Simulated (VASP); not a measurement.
# Cd2Cu3 (P-3m1) in VASP: single point with PBE

Aim: the single point of Cd2Cu3 with PBE.

Everything below comes from runs of VASP 6.6.1. Logs are shortened: lines on timing, memory, paths and dates and some standing lists are left out, and cuts for length are marked.

### 1 The cell of the first run

It takes space group P-3m1 (No. 164, trigonal). The conventional cell has a = 2.765 Å, b = 2.765 Å, c = 11.871 Å, α = 90.00°, β = 90.00°, γ = 120.00°. Cd (site symmetry 3m) has 6 Cd at 2.77 Å and 6 Cu at 2.90 Å within 3.6 Å. Cu (site symmetry 3m) has 9 Cu at 2.70 to 2.77 Å and 3 Cd at 2.90 Å within 3.6 Å. Cu (site symmetry -3m) has 6 Cu at 2.77 Å and 6 Cd at 2.90 Å within 3.6 Å.

### 2 Single point, PBE

INCAR reads:

```
SYSTEM = Cd2Cu3
PREC = Accurate
ENCUT = 520
EDIFF = 1E-7
ISMEAR = 0
SIGMA = 0.1
LREAL = .FALSE.
LASPH = .TRUE.
NELM = 100
ALGO = Fast
ISIF = 2
LWAVE = .FALSE.
LCHARG = .FALSE.
GGA = PE
NBANDS = 36
```

KPOINTS reads:

```
regular mesh
0
G
  6 6 2
  0 0 0
```

POSCAR reads:

```
Cd2Cu3
1.0
    2.7654013900      0.0000000000      0.0000000000
   -1.3827007000      2.3949078600      0.0000000000
    0.0000000000      0.0000000000     11.8712804200
Cd Cu
2 3
Direct
    0.3333333300      0.6666666700      0.2959665500
    0.6666666700      0.3333333300      0.7040334500
    0.3333333300      0.6666666700      0.9080669100
    0.6666666700      0.3333333300      0.0919330900
    0.0000000000      0.0000000000      0.5000000000
```

Potentials or basis: VASP PAW PBE potentials, release 64 (Cd, Cu).

Started as:

```console
cat potpaw_PBE.64/Cd/POTCAR potpaw_PBE.64/Cu/POTCAR > POTCAR
mpirun -np 1 vasp_std > vasp.out
```

OUTCAR:

```text
SYSTEM = Cd2Cu3
   PREC = Accurate
   ENCUT = 520
   EDIFF = 1E-7
   ISMEAR = 0
   LREAL = .FALSE.
   LASPH = .TRUE.
   NELM = 100
   ISIF = 2
   GGA = PE

 ion  position               nearest neighbor table
   1  0.333  0.667  0.296-   5 2.90   5 2.90   5 2.90   4 2.90   4 2.90   4 2.90
   2  0.667  0.333  0.704-   5 2.90   5 2.90   5 2.90   3 2.90   3 2.90   3 2.90
   3  0.333  0.667  0.908-   4 2.70   4 2.70   4 2.70   2 2.90   2 2.90   2 2.90
   4  0.667  0.333  0.092-   3 2.70   3 2.70   3 2.70   1 2.90   1 2.90   1 2.90
   5  0.000  0.000  0.500-   1 2.90   2 2.90   2 2.90   1 2.90   2 2.90   1 2.90

  LATTYP: Found a hexagonal cell.
 ALAT       =     2.7654013900
 C/A-ratio  =     4.2927874640

  Lattice vectors:

 A1 = (   2.7654013900,   0.0000000000,   0.0000000000)
 A2 = (  -1.3827007000,   2.3949078600,   0.0000000000)
 A3 = (   0.0000000000,   0.0000000000,  11.8712804200)

Analysis of symmetry for initial positions (statically):
=====================================================================
 Subroutine PRICEL returns:
 Original cell was already a primitive cell.

 Routine SETGRP: Setting up the symmetry group for a
 hexagonal supercell.

 Subroutine GETGRP returns: Found 12 space group operations
 (whereof 12 operations were pure point group operations)
 out of a pool of 24 trial point group operations.

The static configuration has the point symmetry D_3d.

Analysis of symmetry for dynamics (positions and initial velocities):
=====================================================================
 Subroutine PRICEL returns:
 Original cell was already a primitive cell.

 Routine SETGRP: Setting up the symmetry group for a
 hexagonal supercell.

 Subroutine GETGRP returns: Found 12 space group operations
 (whereof 12 operations were pure point group operations)
 out of a pool of 24 trial point group operations.

The dynamic configuration has the point symmetry D_3d.

 Subroutine INISYM returns: Found 12 space group operations
 (whereof 12 operations are pure point group operations),
 and found     1 'primitive' translations

----------------------------------------------------------------------------------------

                                     Primitive cell

  volume of cell :      78.6221

  direct lattice vectors                    reciprocal lattice vectors
     2.765401390  0.000000000  0.000000000     0.361611158  0.208776300  0.000000000
    -1.382700700  2.394907860  0.000000000     0.000000000  0.417552598  0.000000000
     0.000000000  0.000000000 11.871280420     0.000000000  0.000000000  0.084236912

  length of vectors
     2.765401390  2.765401396 11.871280420     0.417552599  0.417552598  0.084236912

  position of ions in fractional coordinates (direct lattice)
     0.333333330  0.666666670  0.295966550
     0.666666670  0.333333330  0.704033450
     0.333333330  0.666666670  0.908066910
     0.666666670  0.333333330  0.091933090
     0.000000000  0.000000000  0.500000000

  ion indices of the primitive-cell ions
   primitive index   ion index
                 1           1
                 2           2
                 3           3
                 4           4
                 5           5

----------------------------------------------------------------------------------------

 KPOINTS: regular mesh

Automatic generation of k-mesh.
 Grid dimensions read from file:
 generate k-points for:    6    6    2

 Generating k-lattice:

  Cartesian coordinates                     Fractional coordinates (reciprocal lattice)
     0.060268526  0.034796050  0.000000000     0.166666667  0.000000000  0.000000000
     0.000000000  0.069592100  0.000000000     0.000000000  0.166666667  0.000000000
     0.000000000  0.000000000  0.042118456     0.000000000  0.000000000  0.500000000

  Length of vectors
     0.069592100  0.069592100  0.042118456

  Shift w.r.t. Gamma in fractional coordinates (k-lattice)
     0.000000000  0.000000000  0.000000000

 Subroutine IBZKPT returns following result:
 ===========================================

 Found     14 irreducible k-points:

 Following reciprocal coordinates:
            Coordinates               Weight
  0.000000  0.000000  0.000000      1.000000
  0.166667 -0.000000  0.000000      6.000000
  0.333333 -0.000000  0.000000      6.000000
  0.500000  0.000000  0.000000      3.000000
  0.166667  0.166667  0.000000      6.000000
  0.333333  0.166667  0.000000     12.000000
  0.333333  0.333333  0.000000      2.000000
  0.000000  0.000000  0.500000      1.000000
  0.166667 -0.000000  0.500000      6.000000
  0.333333 -0.000000  0.500000      6.000000
  0.500000  0.000000  0.500000      3.000000
  0.166667  0.166667  0.500000      6.000000
  0.333333  0.166667  0.500000     12.000000
  0.333333  0.333333  0.500000      2.000000
   k-points           NKPTS =     14   k-points in BZ     NKDIM =     14   number of bands    NBANDS=     36
   number of dos      NEDOS =    301   number of ions     NIONS =      5
   total plane-waves  NPLWV =  51840
   dimension x,y,z NGX =    24 NGY =   24 NGZ =   90
   dimension x,y,z NGXF=    48 NGYF=   48 NGZF=  180
   ions per type =               2   3
   NGX,Y,Z   is equivalent  to a cutoff of  14.43, 14.43, 12.60 a.u.
   NGXF,Y,Z  is equivalent  to a cutoff of  28.86, 28.86, 25.21 a.u.
 SYSTEM =  Cd2Cu3
   PREC   = accura    normal or accurate (medium, high low for compatibility)
   ISTART =      0    job   : 0-new  1-cont  2-samecut
   ICHARG =      2    charge: 1-file 2-atom 10-const
   ISPIN  =      1    spin polarized calculation?
   LNONCOLLINEAR =      F non collinear calculations
   LSORBIT =      F    spin-orbit coupling
   LASPH  =      T    aspherical Exc in radial PAW
   ENCUT  =  520.0 eV  38.22 Ry    6.18 a.u.   5.14  5.14 22.07*2*pi/ulx,y,z
   NELM   =    100;   NELMIN=  2; NELMDL= -5     # of ELM steps
   EDIFF  = 0.1E-06   stopping-criterion for ELM
   LREAL  =      F    real-space projection
   EDIFFG = 0.1E-05   stopping-criterion for IOM
   NSW    =      0    number of steps for IOM
   IBRION =     -1    ionic relax: 0-MD 1-quasi-New 2-CG
   NFREE  =      0    steps in history (QN), initial steepest desc. (CG)
   ISIF   =      2    stress and relaxation
   ISYM   =      2    0-nonsym 1-usesym 2-fastsym
   POTIM  = 0.5000    time-step for ionic-motion
   TEBEG  =    0.0;   TEEND  =   0.0 temperature during run
   PSTRESS=    0.0 pullay stress
   NELECT =      57.0000    total number of electrons
   NUPDOWN=      -1.0000    fix difference up-down
   EMIN   =  10.00;   EMAX   =-10.00  energy-range for DOS
   EFERMI =   0.00;   METHOD = LEGACY
   ISMEAR =     0;   SIGMA  =   0.10  broadening in eV -4-tet -1-fermi 0-gaus
   EFERMI_NEDOS =   21; number of points for ismear=-14 and -15
   IALGO  =     68    algorithm
   IMIX   =      4    mixing-type and parameters
     AMIX     =   0.40;   BMIX     =  1.00
     AMIX_MAG =   1.60;   BMIX_MAG =  1.00
  volume/ion in A,a.u.               =      15.72       106.11
  Fermi-wavevector in a.u.,A,eV,Ry     =   1.470680  2.779183 29.428047  2.162900
  Thomas-Fermi vector in A             =   2.585908
   LORBIT       =      0    0 simple, 1 ext, 2 COOP (PROOUT), +10 PAW based schemes
   GGA     = PE    functional components
   LHFCALC =     F    Hartree Fock is set to
   AEXX    =    0.0000 exact exchange contribution
   IVDW    =     0    specifies the selected vdW correction
   LEPSILON=     F    determine dielectric tensor
   LRPA    =     F    only Hartree local field effects (RPA)
 non-spin polarized calculation
 RMM-DIIS sequential band-by-band and
 Gauss-broadening in eV      SIGMA  =   0.10
  energy-cutoff  :      520.00
  volume of cell :       78.62
 maximum number of plane-waves:      2132
 NGX is ok and might be reduce to    24
   NGX = 11   NGY = 11   NGZ = 45

 number of electron      56.9999987 magnetization

 Free energy of the ion-electron system (eV)
  ---------------------------------------------------
  ext. energy  EPLUGINS =         0.00000000
  ---------------------------------------------------
  free energy    TOTEN  =       -11.72968899 eV

  energy without entropy =      -11.72275442  energy(sigma->0) =      -11.72622171

 E-fermi :   4.9583     XC(G=0): -11.8452

 val. band max:        4.9179252174   @ k =   0.3333  -0.0000   0.0000
 cond. band min:       5.0410697985   @ k =   0.5000   0.0000   0.5000
 fundamental gap:      0.1231445811
 Fermi energy:         4.9583014955

 k-point     1 :       0.0000    0.0000    0.0000
  band No.  band energies     occupation
      1      -5.5440      2.00000
      2      -5.5336      2.00000
      3      -4.6320      2.00000
      4      -4.6320      2.00000
      5      -4.6304      2.00000
      6      -4.6304      2.00000
[... 28 lines left out ...]
     35      21.3107      0.00000
     36      21.4809      0.00000

 k-point     2 :       0.1667   -0.0000    0.0000
  band No.  band energies     occupation
      1      -5.1930      2.00000
      2      -5.1902      2.00000
      3      -4.6899      2.00000
      4      -4.6819      2.00000
      5      -4.2685      2.00000
      6      -4.2670      2.00000
[... 28 lines left out ...]
     35      16.3913      0.00000
     36      17.5638      0.00000

 k-point     3 :       0.3333   -0.0000    0.0000
  band No.  band energies     occupation
      1      -5.5115      2.00000
      2      -5.5062      2.00000
      3      -4.7106      2.00000
      4      -4.6606      2.00000
      5      -4.0809      2.00000
      6      -4.0508      2.00000
[... 28 lines left out ...]
     35      11.4068      0.00000
     36      14.0033      0.00000

 k-point     4 :       0.5000    0.0000    0.0000
  band No.  band energies     occupation
      1      -5.7389      2.00000
      2      -5.7326      2.00000
      3      -4.9694      2.00000
      4      -4.9318      2.00000
      5      -3.8224      2.00000
      6      -3.8152      2.00000
[... 28 lines left out ...]
     35       9.8986      0.00000
     36      12.5772      0.00000

 k-point     5 :       0.1667    0.1667    0.0000
  band No.  band energies     occupation
      1      -4.9858      2.00000
      2      -4.9832      2.00000
      3      -4.6785      2.00000
      4      -4.6775      2.00000
      5      -4.5048      2.00000
      6      -4.4488      2.00000
[... 28 lines left out ...]
     35      14.4443      0.00000
     36      14.7073      0.00000

 k-point     6 :       0.3333    0.1667    0.0000
  band No.  band energies     occupation
      1      -5.2654      2.00000
      2      -5.2583      2.00000
      3      -4.8005      2.00000
      4      -4.7658      2.00000
      5      -4.0251      2.00000
      6      -4.0239      2.00000
[... 28 lines left out ...]
     35      11.6667      0.00000
     36      12.1431      0.00000

 k-point     7 :       0.3333    0.3333    0.0000
  band No.  band energies     occupation
      1      -4.5370      2.00000
      2      -4.5114      2.00000
      3      -4.5114      2.00000
      4      -4.4890      2.00000
      5      -4.4262      2.00000
      6      -4.4262      2.00000
[... 28 lines left out ...]
     35      10.9181      0.00000
     36      11.0268      0.00000

 k-point     8 :       0.0000    0.0000    0.5000
  band No.  band energies     occupation
      1      -5.5427      2.00000
      2      -5.5346      2.00000
      3      -4.6320      2.00000
      4      -4.6320      2.00000
      5      -4.6304      2.00000
      6      -4.6304      2.00000
[... 28 lines left out ...]
     35      20.2025      0.00000
     36      21.3551      0.00000

 k-point     9 :       0.1667   -0.0000    0.5000
  band No.  band energies     occupation
      1      -5.1931      2.00000
      2      -5.1902      2.00000
      3      -4.6890      2.00000
      4      -4.6827      2.00000
      5      -4.2685      2.00000
      6      -4.2670      2.00000
[... 28 lines left out ...]
     35      16.7469      0.00000
     36      18.7191      0.00000

 k-point    10 :       0.3333   -0.0000    0.5000
  band No.  band energies     occupation
      1      -5.5116      2.00000
      2      -5.5061      2.00000
      3      -4.7085      2.00000
      4      -4.6633      2.00000
      5      -4.0781      2.00000
      6      -4.0528      2.00000
[... 28 lines left out ...]
     35      12.5219      0.00000
     36      13.5526      0.00000

 k-point    11 :       0.5000    0.0000    0.5000
  band No.  band energies     occupation
      1      -5.7388      2.00000
      2      -5.7326      2.00000
      3      -4.9707      2.00000
      4      -4.9305      2.00000
      5      -3.8225      2.00000
      6      -3.8151      2.00000
[... 28 lines left out ...]
     35      11.3228      0.00000
     36      11.3474      0.00000

 k-point    12 :       0.1667    0.1667    0.5000
  band No.  band energies     occupation
      1      -4.9856      2.00000
      2      -4.9834      2.00000
      3      -4.6785      2.00000
      4      -4.6775      2.00000
      5      -4.4997      2.00000
      6      -4.4554      2.00000
[... 28 lines left out ...]
     35      13.7262      0.00000
     36      13.9190      0.00000

 k-point    13 :       0.3333    0.1667    0.5000
  band No.  band energies     occupation
      1      -5.2653      2.00000
      2      -5.2583      2.00000
      3      -4.8003      2.00000
      4      -4.7661      2.00000
      5      -4.0251      2.00000
      6      -4.0237      2.00000
[... 28 lines left out ...]
     35      10.6188      0.00000
     36      12.1403      0.00000

 k-point    14 :       0.3333    0.3333    0.5000
  band No.  band energies     occupation
      1      -4.5369      2.00000
      2      -4.5114      2.00000
      3      -4.5114      2.00000
      4      -4.4891      2.00000
      5      -4.4262      2.00000
      6      -4.4262      2.00000
[... 28 lines left out ...]
     35       9.9283      0.00000
     36      10.0088      0.00000

------------------------ aborting loop because EDIFF is reached ----------------------------------------

  FORCE on cell =-STRESS in cart. coord.  units (eV):
  Direction    XX          YY          ZZ          XY          YZ          ZX
  --------------------------------------------------------------------------------------
  -------------------------------------------------------------------------------------
  Total        2.5311263      2.5311263     -2.5495319     -0.0000000      0.0000000      0.0000000
  in kB       51.5798233     51.5798235    -51.9548974     -0.0000001      0.0000000      0.0000000
  external PRESSURE =      17.0682498 kB  Pullay stress =       0.0000000 kB

 VOLUME and BASIS-vectors are now :
 -----------------------------------------------------------------------------
  energy-cutoff  :      520.00
  volume of cell :       78.62
      direct lattice vectors                 reciprocal lattice vectors
     2.765401390  0.000000000  0.000000000     0.361611158  0.208776300  0.000000000
    -1.382700700  2.394907860  0.000000000     0.000000000  0.417552598  0.000000000
     0.000000000  0.000000000 11.871280420     0.000000000  0.000000000  0.084236912

 POSITION                                       TOTAL-FORCE (eV/Angst)
 -----------------------------------------------------------------------------------
     -0.00000      1.59661      3.51350        -0.000000      0.000000     -0.011244
      1.38270      0.79830      8.35778         0.000000      0.000000      0.011244
     -0.00000      1.59661     10.77992        -0.000000      0.000000      0.501202
      1.38270      0.79830      1.09136         0.000000     -0.000000     -0.501202
      0.00000      0.00000      5.93564         0.000000      0.000000     -0.000000
 -----------------------------------------------------------------------------------
    total drift:                                0.000000      0.000000     -0.000000

  FREE ENERGIE OF THE ION-ELECTRON SYSTEM (eV)
  ---------------------------------------------------
  free  energy   TOTEN  =       -11.7296889910 eV

  energy  without entropy=      -11.7227544214  energy(sigma->0) =      -11.72622171
```

It used 100 s of CPU time on 1 thread of AMD EPYC 7R13 Processor (Zen 3) (shared host).

What came out:

```
Free energy   : -11.7297 eV
Pressure      : 1.7 GPa
Largest force : 0.501 eV/Å
```

Forces in eV/Å, atoms in the order of the input:
```
Cd   0.000  0.000 -0.011
Cd   0.000  0.000  0.011
Cu   0.000  0.000  0.501
Cu   0.000  0.000 -0.501
Cu   0.000  0.000  0.000
```

Stress tensor (GPa, compression positive):
```
 5.16  0.00  0.00
 0.00  5.16  0.00
 0.00  0.00 -5.20
```

Caveat: the k points lie up to 0.44 Å⁻¹ apart.
